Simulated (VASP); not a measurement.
# Si (Fd-3m) in VASP: relaxation of the atoms with PBE

Aim: the relaxation of the atoms of Si with PBE.

Program: VASP 6.6.1. These are calculated values, not measurements. Logs are shortened: lines on timing, memory, paths and dates and some standing lists are left out, and cuts for length are marked.

### 1 The cell of the first run

The structure is cubic, space group Fd-3m (No. 227). Conventional cell: a = 5.427 Å, b = 5.427 Å, c = 5.427 Å, α = 90.00°, β = 90.00°, γ = 90.00°. Within 3.1 Å of Si (site symmetry -43m) lie 4 Si at 2.35 Å.

### 2 Relaxation of the atoms, PBE

INCAR

```
PREC = Accurate
ENCUT = 520
EDIFF = 1E-6
ISMEAR = 0
SIGMA = 0.01
LREAL = False
LASPH = True
NELM = 60
ALGO = Normal
ISIF = 2
LWAVE = False
LCHARG = False
GGA = PE
IBRION = 2
NSW = 80
EDIFFG = -0.002
```

KPOINTS

```
Automatic mesh
0
Gamma
  10 10 10
```

POSCAR

```
Si
1.0
    0.0000000000      2.7135600000      2.7135600000
    2.7135600000      0.0000000000      2.7135600000
    2.7135600000      2.7135600000      0.0000000000
Si
2
Direct
    0.7500000000      0.7500000000      0.7500000000
    0.5000000000      0.5000000000      0.5000000000
```

Potentials or basis: VASP PAW PBE potentials, release 64 (Si).

Run with:

```console
> cat potpaw_PBE.64/Si/POTCAR > POTCAR
> mpirun -np 1 vasp_std > vasp.out
```

OUTCAR:

```text
PREC = Accurate
   ENCUT = 520
   EDIFF = 1E-6
   ISMEAR = 0
   LREAL = False
   LASPH = True
   NELM = 60
   ISIF = 2
   GGA = PE
   IBRION = 2
   NSW = 80
   EDIFFG = -0.002

 ion  position               nearest neighbor table
   1  0.750  0.750  0.750-   2 2.35   2 2.35   2 2.35   2 2.35
   2  0.500  0.500  0.500-   1 2.35   1 2.35   1 2.35   1 2.35

  LATTYP: Found a face centered cubic cell.
 ALAT       =     5.4271200000

  Lattice vectors:

 A1 = (   0.0000000000,   2.7135600000,   2.7135600000)
 A2 = (   2.7135600000,   0.0000000000,   2.7135600000)
 A3 = (   2.7135600000,   2.7135600000,   0.0000000000)

Analysis of symmetry for initial positions (statically):
=====================================================================
 Subroutine PRICEL returns:
 Original cell was already a primitive cell.

 Routine SETGRP: Setting up the symmetry group for a
 face centered cubic supercell.

 Subroutine GETGRP returns: Found 48 space group operations
 (whereof 24 operations were pure point group operations)
 out of a pool of 48 trial point group operations.

The static configuration has the point symmetry T_d .
 The point group associated with its full space group is O_h .

Analysis of symmetry for dynamics (positions and initial velocities):
=====================================================================
 Subroutine PRICEL returns:
 Original cell was already a primitive cell.

 Routine SETGRP: Setting up the symmetry group for a
 face centered cubic supercell.

 Subroutine GETGRP returns: Found 48 space group operations
 (whereof 24 operations were pure point group operations)
 out of a pool of 48 trial point group operations.

The dynamic configuration has the point symmetry T_d .
 The point group associated with its full space group is O_h .

 Subroutine INISYM returns: Found 48 space group operations
 (whereof 24 operations are pure point group operations),
 and found     1 'primitive' translations

----------------------------------------------------------------------------------------

                                     Primitive cell

  volume of cell :      39.9621

  direct lattice vectors                    reciprocal lattice vectors
     0.000000000  2.713560000  2.713560000    -0.184259792  0.184259792  0.184259792
     2.713560000  0.000000000  2.713560000     0.184259792 -0.184259792  0.184259792
     2.713560000  2.713560000  0.000000000     0.184259792  0.184259792 -0.184259792

  length of vectors
     3.837553354  3.837553354  3.837553354     0.319147321  0.319147321  0.319147321

  position of ions in fractional coordinates (direct lattice)
     0.750000000  0.750000000  0.750000000
     0.500000000  0.500000000  0.500000000

  ion indices of the primitive-cell ions
   primitive index   ion index
                 1           1
                 2           2

----------------------------------------------------------------------------------------

 KPOINTS: Automatic mesh

Automatic generation of k-mesh.
 Grid dimensions read from file:
 generate k-points for:   10   10   10

 Generating k-lattice:

  Cartesian coordinates                     Fractional coordinates (reciprocal lattice)
    -0.018425979  0.018425979  0.018425979     0.100000000  0.000000000  0.000000000
     0.018425979 -0.018425979  0.018425979     0.000000000  0.100000000  0.000000000
     0.018425979  0.018425979 -0.018425979     0.000000000  0.000000000  0.100000000

  Length of vectors
     0.031914732  0.031914732  0.031914732

  Shift w.r.t. Gamma in fractional coordinates (k-lattice)
     0.000000000  0.000000000  0.000000000

 Subroutine IBZKPT returns following result:
 ===========================================

 Found     47 irreducible k-points:

 Following reciprocal coordinates:
            Coordinates               Weight
  0.000000  0.000000  0.000000      1.000000
  0.100000  0.000000  0.000000      8.000000
  0.200000  0.000000  0.000000      8.000000
  0.300000  0.000000  0.000000      8.000000
  0.400000  0.000000  0.000000      8.000000
  0.500000  0.000000  0.000000      4.000000
[... 16 lines left out ...]
  0.300000  0.300000  0.000000      6.000000
  0.400000  0.300000  0.000000     24.000000
 [... further k-points ...]
   k-points           NKPTS =     47   k-points in BZ     NKDIM =     47   number of bands    NBANDS=      8
   number of dos      NEDOS =    301   number of ions     NIONS =      2
   total plane-waves  NPLWV =  27000
   dimension x,y,z NGX =    30 NGY =   30 NGZ =   30
   dimension x,y,z NGXF=    60 NGYF=   60 NGZF=   60
   ions per type =               2
   NGX,Y,Z   is equivalent  to a cutoff of  13.00, 13.00, 13.00 a.u.
   NGXF,Y,Z  is equivalent  to a cutoff of  25.99, 25.99, 25.99 a.u.
 SYSTEM =  unknown system
   PREC   = accura    normal or accurate (medium, high low for compatibility)
   ISTART =      0    job   : 0-new  1-cont  2-samecut
   ICHARG =      2    charge: 1-file 2-atom 10-const
   ISPIN  =      1    spin polarized calculation?
   LNONCOLLINEAR =      F non collinear calculations
   LSORBIT =      F    spin-orbit coupling
   LASPH  =      T    aspherical Exc in radial PAW
   ENCUT  =  520.0 eV  38.22 Ry    6.18 a.u.   7.14  7.14  7.14*2*pi/ulx,y,z
   NELM   =     60;   NELMIN=  2; NELMDL= -5     # of ELM steps
   EDIFF  = 0.1E-05   stopping-criterion for ELM
   LREAL  =      F    real-space projection
   EDIFFG = -.2E-02   stopping-criterion for IOM
   NSW    =     80    number of steps for IOM
   IBRION =      2    ionic relax: 0-MD 1-quasi-New 2-CG
   NFREE  =      1    steps in history (QN), initial steepest desc. (CG)
   ISIF   =      2    stress and relaxation
   ISYM   =      2    0-nonsym 1-usesym 2-fastsym
   POTIM  = 0.5000    time-step for ionic-motion
   TEBEG  =    0.0;   TEEND  =   0.0 temperature during run
   PSTRESS=    0.0 pullay stress
   NELECT =       8.0000    total number of electrons
   NUPDOWN=      -1.0000    fix difference up-down
   EMIN   =  10.00;   EMAX   =-10.00  energy-range for DOS
   EFERMI =   0.00;   METHOD = LEGACY
   ISMEAR =     0;   SIGMA  =   0.01  broadening in eV -4-tet -1-fermi 0-gaus
   EFERMI_NEDOS =   21; number of points for ismear=-14 and -15
   IALGO  =     38    algorithm
   IMIX   =      4    mixing-type and parameters
     AMIX     =   0.40;   BMIX     =  1.00
     AMIX_MAG =   1.60;   BMIX_MAG =  1.00
  volume/ion in A,a.u.               =      19.98       134.84
  Fermi-wavevector in a.u.,A,eV,Ry     =   0.957684  1.809760 12.478691  0.917158
  Thomas-Fermi vector in A             =   2.086724
   LORBIT       =      0    0 simple, 1 ext, 2 COOP (PROOUT), +10 PAW based schemes
   GGA     = PE    functional components
   LHFCALC =     F    Hartree Fock is set to
   AEXX    =    0.0000 exact exchange contribution
   IVDW    =     0    specifies the selected vdW correction
   LEPSILON=     F    determine dielectric tensor
   LRPA    =     F    only Hartree local field effects (RPA)
 conjugate gradient relaxation of ions
 non-spin polarized calculation
 Gauss-broadening in eV      SIGMA  =   0.01
  energy-cutoff  :      520.00
  volume of cell :       39.96
 maximum number of plane-waves:      1091
 NGX is ok and might be reduce to    30
   NGX = 15   NGY = 15   NGZ = 15

 number of electron       8.0000000 magnetization

 Free energy of the ion-electron system (eV)
  ---------------------------------------------------
  ext. energy  EPLUGINS =         0.00000000
  ---------------------------------------------------
  free energy    TOTEN  =       -10.84313043 eV

  energy without entropy =      -10.84313043  energy(sigma->0) =      -10.84313043

 E-fermi :   5.9045     XC(G=0):  -9.4170

 val. band max:        5.8458080688   @ k =   0.0000   0.0000   0.0000
 cond. band min:       6.4241089901   @ k =   0.4000   0.4000   0.0000
 fundamental gap:      0.5783009213
 Fermi energy:         5.9045256277

 k-point     1 :       0.0000    0.0000    0.0000
  band No.  band energies     occupation
      1      -6.1252      2.00000
      2       5.8458      2.00000
      3       5.8458      2.00000
      4       5.8458      2.00000
      5       8.4125      0.00000
      6       8.4125      0.00000
      7       8.4125      0.00000
      8       9.2424      0.00000

 k-point     2 :       0.1000    0.0000    0.0000
  band No.  band energies     occupation
      1      -5.9940      2.00000
      2       4.7018      2.00000
      3       5.6473      2.00000
      4       5.6473      2.00000
      5       8.4277      0.00000
      6       8.7050      0.00000
      7       8.7050      0.00000
      8      10.1593      0.00000

 k-point     3 :       0.2000    0.0000    0.0000
  band No.  band energies     occupation
      1      -5.6068      2.00000
      2       2.8377      2.00000
      3       5.2664      2.00000
      4       5.2664      2.00000
      5       8.0760      0.00000
      6       9.2132      0.00000
      7       9.2132      0.00000
      8      11.9202      0.00000

 k-point     4 :       0.3000    0.0000    0.0000
  band No.  band energies     occupation
      1      -4.9902      2.00000
      2       1.0491      2.00000
      3       4.9314      2.00000
      4       4.9314      2.00000
      5       7.7149      0.00000
      6       9.3817      0.00000
      7       9.3817      0.00000
      8      13.4473      0.00000

 k-point     5 :       0.4000    0.0000    0.0000
  band No.  band energies     occupation
      1      -4.2416      2.00000
      2      -0.4295      2.00000
      3       4.7190      2.00000
      4       4.7190      2.00000
      5       7.4755      0.00000
      6       9.2622      0.00000
      7       9.2622      0.00000
      8      13.6916      0.00000

 k-point     6 :       0.5000    0.0000    0.0000
  band No.  band energies     occupation
      1      -3.7889      2.00000
      2      -1.1290      2.00000
      3       4.6474      2.00000
      4       4.6474      2.00000
      5       7.3933      0.00000
      6       9.1857      0.00000
      7       9.1857      0.00000
      8      13.5777      0.00000

 k-point     7 :       0.1000    0.1000    0.0000
  band No.  band energies     occupation
      1      -5.9500      2.00000
      2       4.9108      2.00000
      3       5.2688      2.00000
      4       5.2688      2.00000
      5       8.0328      0.00000
      6       9.2042      0.00000
      7       9.2042      0.00000
      8      10.0647      0.00000
[... 133 lines left out ...]
 k-point    20 :      -0.4000    0.2000    0.0000
  band No.  band energies     occupation
      1      -3.3988      2.00000
      2      -0.8591      2.00000
      3       2.4106      2.00000
      4       4.1314      2.00000
      5       7.9048      0.00000
      6      10.4586      0.00000
      7      10.6508      0.00000
      8      13.4236      0.00000

 k-point    21 :      -0.3000    0.2000    0.0000
  band No.  band energies     occupation
      1      -4.0544      2.00000
      2       0.1304      2.00000
      3       2.3892      2.00000
      4       4.5295      2.00000
      5       8.3062      0.00000
      6      10.3817      0.00000
      7      10.4635      0.00000
      8      12.5751      0.00000

 k-point    22 :      -0.2000    0.2000    0.0000
  band No.  band energies     occupation
      1      -4.7738      2.00000
      2       1.3713      2.00000
      3       2.8421      2.00000
      4       5.0006      2.00000
      5       8.7461      0.00000
      6       9.8447      0.00000
      7      10.1610      0.00000
      8      11.5996      0.00000

 k-point    23 :       0.3000    0.3000    0.0000
  band No.  band energies     occupation
      1      -4.5731      2.00000
      2       1.4329      2.00000
      3       3.6148      2.00000
      4       3.6148      2.00000
      5       6.7067      0.00000
      6       8.2588      0.00000
      7      12.5071      0.00000
      8      12.5071      0.00000

 k-point    24 :       0.4000    0.3000    0.0000
  band No.  band energies     occupation
      1      -3.9591      2.00000
      2       0.4256      2.00000
      3       2.9872      2.00000
      4       3.4098      2.00000
      5       6.8945      0.00000
      6       8.0893      0.00000
      7      12.8128      0.00000
      8      12.9251      0.00000

 [... further k-points ...]

------------------------ aborting loop because EDIFF is reached ----------------------------------------

  FORCE on cell =-STRESS in cart. coord.  units (eV):
  Direction    XX          YY          ZZ          XY          YZ          ZX
  --------------------------------------------------------------------------------------
  -------------------------------------------------------------------------------------
  Total        0.5334638      0.5334638      0.5334638      0.0000000     -0.0000000      0.0000000
  in kB       21.3878560     21.3878560     21.3878560      0.0000000     -0.0000000      0.0000000
  external PRESSURE =      21.3878560 kB  Pullay stress =       0.0000000 kB

 VOLUME and BASIS-vectors are now :
 -----------------------------------------------------------------------------
  energy-cutoff  :      520.00
  volume of cell :       39.96
      direct lattice vectors                 reciprocal lattice vectors
     0.000000000  2.713560000  2.713560000    -0.184259792  0.184259792  0.184259792
     2.713560000  0.000000000  2.713560000     0.184259792 -0.184259792  0.184259792
     2.713560000  2.713560000  0.000000000     0.184259792  0.184259792 -0.184259792

 POSITION                                       TOTAL-FORCE (eV/Angst)
 -----------------------------------------------------------------------------------
      4.07034      4.07034      4.07034        -0.000000     -0.000000     -0.000000
      2.71356      2.71356      2.71356         0.000000      0.000000      0.000000
 -----------------------------------------------------------------------------------
    total drift:                                0.000000     -0.000000     -0.000000

  FREE ENERGIE OF THE ION-ELECTRON SYSTEM (eV)
  ---------------------------------------------------
  free  energy   TOTEN  =       -10.8431304312 eV

  energy  without entropy=      -10.8431304312  energy(sigma->0) =      -10.84313043

 reached required accuracy - stopping structural energy minimisation
```

Wall time 25 s (1 thread of Intel Xeon 8259CL, shared host); peak memory 0.16 GiB.

Results:

```yaml
Free_energy: -10.8431 eV
Pressure_after_relaxing: 2.1 GPa
Band_gap_on_the_k_mesh: 0.58 eV (least direct gap 2.57 eV)
```

Final structure:
```
CELL_PARAMETERS angstrom
0.00000 2.71356 2.71356
2.71356 0.00000 2.71356
2.71356 2.71356 0.00000
ATOMIC_POSITIONS crystal
Si 0.75000 0.75000 0.75000
Si 0.50000 0.50000 0.50000
```

Caveat: the relaxation stopped at its first step, so nothing moved. A k mesh can miss the band edges.
